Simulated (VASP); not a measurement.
# PbF2 (Fm-3m) in VASP: a series of runs

PbF2 is run at these levels: PBE; tasks: electric field gradients, single point.

All numbers are computed with VASP 6.6.1; they aren't measurements. Logs are shortened: lines on timing, memory, paths and dates and some standing lists are left out, and cuts for length are marked.

**1. The cell of the first run**

It takes space group Fm-3m (No. 225, cubic). Conventional cell: a = 5.940 Å, b = 5.940 Å, c = 5.940 Å, α = 90.00°, β = 90.00°, γ = 90.00°. Pb (site symmetry m-3m) has 8 F at 2.57 Å within 3.4 Å. F (site symmetry -43m) has 4 Pb at 2.57 Å and 6 F at 2.97 Å within 3.4 Å.

**2. Electric field gradients, PBE**

INCAR reads:

```
SYSTEM = PbF2
ALGO = Normal
EDIFF = 1E-8
ENCUT = 520
GGA = PE
ISIF = 2
ISMEAR = -1
LASPH = .True.
LCHARG = .False.
LEFG = .True.
LREAL = .False.
LWAVE = .False.
NBANDS = 21
NELM = 80
PREC = Accurate
SIGMA = 0.03
```

KPOINTS reads:

```
k-points
0
Gamma
  7 7 7
  0 0 0
```

POSCAR reads:

```
PbF2
1.0
    0.0000000000      2.9698500000      2.9698500000
    2.9698500000      0.0000000000      2.9698500000
    2.9698500000      2.9698500000      0.0000000000
Pb F
1 2
Direct
    0.0000000000      0.0000000000      0.0000000000
    0.2500000000      0.2500000000      0.2500000000
    0.7500000000      0.7500000000      0.7500000000
```

Potentials or basis: VASP PAW PBE potentials, release 64 (Pb_d, F).

Started as:

```
$ cat potpaw_PBE.64/Pb_d/POTCAR potpaw_PBE.64/F/POTCAR > POTCAR
$ mpirun -np 1 vasp_std > vasp.out
```

OUTCAR:

```text
SYSTEM = PbF2
   EDIFF = 1E-8
   ENCUT = 520
   GGA = PE
   ISIF = 2
   ISMEAR = -1
   LASPH = .True.
   LREAL = .False.
   NELM = 80
   PREC = Accurate

 ion  position               nearest neighbor table
   1  0.000  0.000  0.000-   3 2.57   3 2.57   3 2.57   2 2.57   2 2.57   2 2.57   3 2.57   2 2.57

   2  0.250  0.250  0.250-   1 2.57   1 2.57   1 2.57   1 2.57
   3  0.750  0.750  0.750-   1 2.57   1 2.57   1 2.57   1 2.57

  LATTYP: Found a face centered cubic cell.
 ALAT       =     5.9397000000

  Lattice vectors:

 A1 = (   0.0000000000,   2.9698500000,   2.9698500000)
 A2 = (   2.9698500000,   0.0000000000,   2.9698500000)
 A3 = (   2.9698500000,   2.9698500000,   0.0000000000)

Analysis of symmetry for initial positions (statically):
=====================================================================
 Subroutine PRICEL returns:
 Original cell was already a primitive cell.

 Routine SETGRP: Setting up the symmetry group for a
 face centered cubic supercell.

 Subroutine GETGRP returns: Found 48 space group operations
 (whereof 48 operations were pure point group operations)
 out of a pool of 48 trial point group operations.

The static configuration has the point symmetry O_h .

Analysis of symmetry for dynamics (positions and initial velocities):
=====================================================================
 Subroutine PRICEL returns:
 Original cell was already a primitive cell.

 Routine SETGRP: Setting up the symmetry group for a
 face centered cubic supercell.

 Subroutine GETGRP returns: Found 48 space group operations
 (whereof 48 operations were pure point group operations)
 out of a pool of 48 trial point group operations.

The dynamic configuration has the point symmetry O_h .

 Subroutine INISYM returns: Found 48 space group operations
 (whereof 48 operations are pure point group operations),
 and found     1 'primitive' translations

----------------------------------------------------------------------------------------
[... 122 lines left out ...]
  energy-cutoff  :      520.00
  volume of cell :       52.39
 maximum number of plane-waves:      1420
   NGX = 15   NGY = 15   NGZ = 15

 number of electron      28.0000010 magnetization

 Free energy of the ion-electron system (eV)
  ---------------------------------------------------
  ext. energy  EPLUGINS =         0.00000000
  ---------------------------------------------------
  free energy    TOTEN  =       -14.33929478 eV

  energy without entropy =      -14.33929478  energy(sigma->0) =      -14.33929478

 E-fermi :   2.5662     XC(G=0):  -9.3751

 val. band max:        1.8021922422   @ k =  -0.2857   0.4286   0.1429
 cond. band min:       6.2634886736   @ k =   0.4286   0.4286   0.0000
 fundamental gap:      4.4612964314
 Fermi energy:         2.5661785006

 k-point     1 :       0.0000    0.0000    0.0000
  band No.  band energies     occupation
      1     -19.2345      2.00000
      2     -18.6244      2.00000
      3     -12.6177      2.00000
      4     -12.6177      2.00000
      5     -12.6177      2.00000
      6     -12.5637      2.00000
[... 469 lines left out ...]
     20      17.8454      0.00000
     21      18.3207      0.00000

------------------------ aborting loop because EDIFF is reached ----------------------------------------

  FORCE on cell =-STRESS in cart. coord.  units (eV):
  Direction    XX          YY          ZZ          XY          YZ          ZX
  --------------------------------------------------------------------------------------
  -------------------------------------------------------------------------------------
  Total        0.6529947      0.6529947      0.6529947      0.0000000      0.0000000     -0.0000000
  in kB       19.9703975     19.9703975     19.9703975      0.0000000      0.0000000     -0.0000000
  external PRESSURE =      19.9703975 kB  Pullay stress =       0.0000000 kB

 VOLUME and BASIS-vectors are now :
 -----------------------------------------------------------------------------
  energy-cutoff  :      520.00
  volume of cell :       52.39
      direct lattice vectors                 reciprocal lattice vectors
     0.000000000  2.969850000  2.969850000    -0.168358671  0.168358671  0.168358671
     2.969850000  0.000000000  2.969850000     0.168358671 -0.168358671  0.168358671
     2.969850000  2.969850000  0.000000000     0.168358671  0.168358671 -0.168358671

 POSITION                                       TOTAL-FORCE (eV/Angst)
 -----------------------------------------------------------------------------------
      0.00000      0.00000      0.00000        -0.000000     -0.000000      0.000000
      1.48493      1.48493      1.48493         0.000000      0.000000      0.000000
      4.45477      4.45477      4.45477        -0.000000     -0.000000     -0.000000
 -----------------------------------------------------------------------------------
    total drift:                                0.000000     -0.000000      0.000000

  FREE ENERGIE OF THE ION-ELECTRON SYSTEM (eV)
  ---------------------------------------------------
  free  energy   TOTEN  =       -14.3392947759 eV

  energy  without entropy=      -14.3392947759  energy(sigma->0) =      -14.33929478

 Electric field gradients (V/A^2)
---------------------------------------------------------------------
 ion       V_xx      V_yy      V_zz      V_xy      V_xz      V_yz
---------------------------------------------------------------------
   1      -0.000    -0.000    -0.000    -0.001    -0.001    -0.001
   2       0.000    -0.000    -0.000     0.002     0.002     0.002
   3       0.000    -0.000    -0.000     0.002     0.002     0.002
---------------------------------------------------------------------

 Electric field gradients after diagonalization (V/A^2)
 (convention: |V_zz| > |V_xx| > |V_yy|)
----------------------------------------------------------------------
 ion       V_xx      V_yy      V_zz     asymmetry (V_yy - V_xx)/ V_zz
----------------------------------------------------------------------
   1       0.001     0.001    -0.002       0.000
   2      -0.002    -0.002     0.004       0.000
   3      -0.002    -0.002     0.004       0.000
----------------------------------------------------------------------

           NMR quadrupolar parameters

 Cq : quadrupolar parameter    Cq=e*Q*V_zz/h
 eta: asymmetry parameters     (V_yy - V_xx)/ V_zz
 Q  : nuclear electric quadrupole moment in mb (millibarn)
----------------------------------------------------------------------
 ion       Cq(MHz)       eta       Q (mb)
----------------------------------------------------------------------
   1      -0.000       0.000       1.000
   2       0.000       0.000       1.000
   3       0.000       0.000       1.000
----------------------------------------------------------------------
```

OSZICAR:

```text
N       E                     dE             d eps       ncg     rms          rms(c)
DAV:   1     0.308931348992E+03    0.30893E+03   -0.14842E+04   840   0.153E+03
DAV:   2     0.134207298010E+02   -0.29551E+03   -0.27750E+03   893   0.438E+02
DAV:   3    -0.154214287696E+02   -0.28842E+02   -0.28545E+02   990   0.143E+02
DAV:   4    -0.162583126096E+02   -0.83688E+00   -0.83636E+00   965   0.260E+01
DAV:   5    -0.162864756285E+02   -0.28163E-01   -0.28162E-01  1088   0.506E+00    0.802E+00
DAV:   6    -0.143461699560E+02    0.19403E+01   -0.87861E+00  1129   0.232E+01    0.267E+00
DAV:   7    -0.143444829432E+02    0.16870E-02   -0.45773E-01   890   0.408E+00    0.157E+00
DAV:   8    -0.143415715267E+02    0.29114E-02   -0.10371E-01   870   0.353E+00    0.549E-01
DAV:   9    -0.143381434410E+02    0.34281E-02   -0.19895E-02  1124   0.105E+00    0.103E-01
DAV:  10    -0.143393031643E+02   -0.11597E-02   -0.15745E-03   855   0.342E-01    0.340E-02
DAV:  11    -0.143392849998E+02    0.18164E-04   -0.13219E-04   953   0.988E-02    0.955E-03
DAV:  12    -0.143392963413E+02   -0.11341E-04   -0.29975E-05   901   0.441E-02    0.957E-03
DAV:  13    -0.143392947150E+02    0.16262E-05   -0.10363E-05  1156   0.300E-02    0.103E-03
DAV:  14    -0.143392947713E+02   -0.56266E-07   -0.51152E-07   915   0.534E-03    0.418E-04
DAV:  15    -0.143392947759E+02   -0.46148E-08   -0.14141E-08   865   0.961E-04
   1 F= -.14339295E+02 E0= -.14339295E+02  d E =-.208896E-11
```

stdout:

```text
POSCAR found type information on POSCAR PbF
 POSCAR found :  2 types and       3 ions
 scaLAPACK will be used
 LDA part: xc-table for (Slater+PW92), standard interpolation
 POSCAR, INCAR and KPOINTS ok, starting setup
 FFT: planning ... GRIDC
 FFT: planning ... GRID_SOFT
 FFT: planning ... GRID
 WAVECAR not read
 entering main loop
ion   1

ion   2

ion   3
```

Run time: 12 s. Hardware: 1 thread of AMD EPYC 9R45 (Zen 5), shared host; peak memory 0.15 GiB.

Results:

- Free energy: -14.3393 eV
- Pressure: 2.0 GPa
- Band gap on the k mesh: 4.46 eV (least direct gap 4.67 eV)
- Largest electric field gradient by atom: zero within the noise of the run

Levels at points of the mesh, in eV from the valence-band top:
```csv
k point,band 12,band 13,band 14,band 15,band 16,band 17
"(0.00, 0.00, 0.00)",-1.93,-1.93,-1.93,6.78,6.78,6.78
```

Caveat: spin-orbit coupling is left out, which moves the levels of the heavy elements; an odd mesh through Γ misses points on the zone boundary, where band edges can lie.

**3. Electric field gradients, PBE**

INCAR reads:

```
PREC     = Accurate       # precision mode
ENCUT    = 520            # plane-wave cutoff, eV
EDIFF    = 1E-8           # SCF threshold, eV
ISMEAR   = -1             # smearing method
SIGMA    = 0.03           # smearing width, eV
LREAL    = False          # projectors in reciprocal space
LASPH    = True           # aspherical terms in the spheres
NELM     = 80             # most SCF steps
ALGO     = Normal         # electronic algorithm
ISIF     = 2              # what is computed and relaxed
LWAVE    = False          # write WAVECAR
LCHARG   = False          # write CHGCAR
GGA      = PE             # functional
LEFG     = True         
NBANDS   = 21             # bands
```

KPOINTS reads:

```
regular mesh
0
Gamma
  7 7 7
```

POSCAR is that of step 2.

Potentials or basis: VASP PAW PBE potentials, release 64 (Pb_d, F).

Started as:

```
$ cat potpaw_PBE.64/Pb_d/POTCAR potpaw_PBE.64/F/POTCAR > POTCAR
$ mpirun -np 1 vasp_std > vasp.out
```

OUTCAR:

```text
PREC = Accurate
   ENCUT = 520
   EDIFF = 1E-8
   ISMEAR = -1
   LREAL = False
   LASPH = True
   NELM = 80
   ISIF = 2
   GGA = PE

 ion  position               nearest neighbor table
   1  0.000  0.000  0.000-   3 2.57   3 2.57   3 2.57   2 2.57   2 2.57   2 2.57   3 2.57   2 2.57

   2  0.250  0.250  0.250-   1 2.57   1 2.57   1 2.57   1 2.57
   3  0.750  0.750  0.750-   1 2.57   1 2.57   1 2.57   1 2.57

  LATTYP: Found a face centered cubic cell.
 ALAT       =     5.9397000000

  Lattice vectors:

 A1 = (   0.0000000000,   2.9698500000,   2.9698500000)
 A2 = (   2.9698500000,   0.0000000000,   2.9698500000)
 A3 = (   2.9698500000,   2.9698500000,   0.0000000000)

Analysis of symmetry for initial positions (statically):
=====================================================================
 Subroutine PRICEL returns:
 Original cell was already a primitive cell.

 Routine SETGRP: Setting up the symmetry group for a
 face centered cubic supercell.
[... 667 lines left out ...]
     2.969850000  2.969850000  0.000000000     0.168358671  0.168358671 -0.168358671

 POSITION                                       TOTAL-FORCE (eV/Angst)
 -----------------------------------------------------------------------------------
      0.00000      0.00000      0.00000        -0.000000     -0.000000      0.000000
      1.48493      1.48493      1.48493         0.000000      0.000000      0.000000
      4.45477      4.45477      4.45477        -0.000000     -0.000000     -0.000000
 -----------------------------------------------------------------------------------
    total drift:                                0.000000     -0.000000      0.000000

  FREE ENERGIE OF THE ION-ELECTRON SYSTEM (eV)
  ---------------------------------------------------
  free  energy   TOTEN  =       -14.3392947759 eV

  energy  without entropy=      -14.3392947759  energy(sigma->0) =      -14.33929478

 Electric field gradients (V/A^2)
---------------------------------------------------------------------
 ion       V_xx      V_yy      V_zz      V_xy      V_xz      V_yz
---------------------------------------------------------------------
   1      -0.000    -0.000    -0.000    -0.001    -0.001    -0.001
   2       0.000    -0.000    -0.000     0.002     0.002     0.002
   3       0.000    -0.000    -0.000     0.002     0.002     0.002
---------------------------------------------------------------------

 Electric field gradients after diagonalization (V/A^2)
 (convention: |V_zz| > |V_xx| > |V_yy|)
----------------------------------------------------------------------
 ion       V_xx      V_yy      V_zz     asymmetry (V_yy - V_xx)/ V_zz
----------------------------------------------------------------------
   1       0.001     0.001    -0.002       0.000
   2      -0.002    -0.002     0.004       0.000
   3      -0.002    -0.002     0.004       0.000
----------------------------------------------------------------------

           NMR quadrupolar parameters

 Cq : quadrupolar parameter    Cq=e*Q*V_zz/h
 eta: asymmetry parameters     (V_yy - V_xx)/ V_zz
 Q  : nuclear electric quadrupole moment in mb (millibarn)
----------------------------------------------------------------------
 ion       Cq(MHz)       eta       Q (mb)
----------------------------------------------------------------------
   1      -0.000       0.000       1.000
   2       0.000       0.000       1.000
   3       0.000       0.000       1.000
----------------------------------------------------------------------
```

OSZICAR:

```text
N       E                     dE             d eps       ncg     rms          rms(c)
DAV:   1     0.308931348992E+03    0.30893E+03   -0.14842E+04   840   0.153E+03
DAV:   2     0.134207298010E+02   -0.29551E+03   -0.27750E+03   893   0.438E+02
DAV:   3    -0.154214287696E+02   -0.28842E+02   -0.28545E+02   990   0.143E+02
DAV:   4    -0.162583126096E+02   -0.83688E+00   -0.83636E+00   965   0.260E+01
DAV:   5    -0.162864756285E+02   -0.28163E-01   -0.28162E-01  1088   0.506E+00    0.802E+00
DAV:   6    -0.143461699560E+02    0.19403E+01   -0.87861E+00  1129   0.232E+01    0.267E+00
DAV:   7    -0.143444829432E+02    0.16870E-02   -0.45773E-01   890   0.408E+00    0.157E+00
DAV:   8    -0.143415715267E+02    0.29114E-02   -0.10371E-01   870   0.353E+00    0.549E-01
DAV:   9    -0.143381434410E+02    0.34281E-02   -0.19895E-02  1124   0.105E+00    0.103E-01
DAV:  10    -0.143393031643E+02   -0.11597E-02   -0.15745E-03   855   0.342E-01    0.340E-02
DAV:  11    -0.143392849998E+02    0.18164E-04   -0.13219E-04   953   0.988E-02    0.955E-03
DAV:  12    -0.143392963413E+02   -0.11341E-04   -0.29975E-05   901   0.441E-02    0.957E-03
DAV:  13    -0.143392947150E+02    0.16262E-05   -0.10363E-05  1156   0.300E-02    0.103E-03
DAV:  14    -0.143392947713E+02   -0.56266E-07   -0.51152E-07   915   0.534E-03    0.418E-04
DAV:  15    -0.143392947759E+02   -0.46148E-08   -0.14141E-08   865   0.961E-04
   1 F= -.14339295E+02 E0= -.14339295E+02  d E =-.208896E-11
```

It took 12 s on 1 thread of AMD EPYC 9R45 (Zen 5), shared host; peak memory 0.15 GiB.

What came out:

| Property | Result |
| --- | --- |
| Free energy | -14.3393 eV |
| Pressure | 2.0 GPa |
| Band gap on the k mesh | 4.46 eV (least direct gap 4.67 eV) |
| Largest electric field gradient by atom | zero within the noise of the run |

Caveat: spin-orbit coupling is left out, which moves the levels of the heavy elements; an odd mesh through Γ misses points on the zone boundary, where band edges can lie.

**4. Single point, PBE**

POSCAR is that of step 3.

INCAR.step1 reads:

```
  ALGO = Normal
  EDIFF = 1E-7
  ENCUT = 520
  GGA = PE
  ISIF = 2
  ISMEAR = -1
  LASPH = True
  LCHARG = True
  LREAL = False
  LWAVE = False
  NBANDS = 21
  NELM = 60
  PREC = Accurate
  SIGMA = 0.03
```

KPOINTS.step1 reads:

```
k-points
0
Gamma
  7 7 7
```

INCAR.step2 reads:

```
  ALGO = Normal
  EDIFF = 1E-7
  ENCUT = 520
  GGA = PE
  ICHARG = 11
  ISIF = 2
  ISMEAR = -5
  LASPH = True
  LCHARG = False
  LORBIT = 11
  LREAL = False
  LWAVE = False
  NEDOS = 1001
  NELM = 60
  PREC = Accurate
  SIGMA = 0.03
```

KPOINTS.step2 reads:

```
k-points
0
Gamma
  11 11 11
```

Started as:

```
$ cat potpaw_PBE.64/Pb_d/POTCAR potpaw_PBE.64/F/POTCAR > POTCAR
$ cp INCAR.step1 INCAR
$ cp KPOINTS.step1 KPOINTS
$ mpirun -np 1 vasp_std > vasp.out
$ cp INCAR.step2 INCAR
$ cp KPOINTS.step2 KPOINTS
$ mpirun -np 1 vasp_std > vasp.out
```

It took 28 s on 1 thread of AMD EPYC 9R45 (Zen 5), shared host; peak memory 0.17 GiB.

The run converged. Its results:

- Valence electrons inside the program's atomic spheres: Pb 11.70; F 6.07

Levels at points of the mesh, in eV from the valence-band top:
| k point | band 12 | band 13 | band 14 | band 15 | band 16 | band 17 |
| --- | --- | --- | --- | --- | --- | --- |
| (0.00, 0.00, 0.00) | -1.93 | -1.93 | -1.93 | 6.77 | 6.77 | 6.77 |

Caveat: spin-orbit coupling is left out, which moves the levels of the heavy elements.
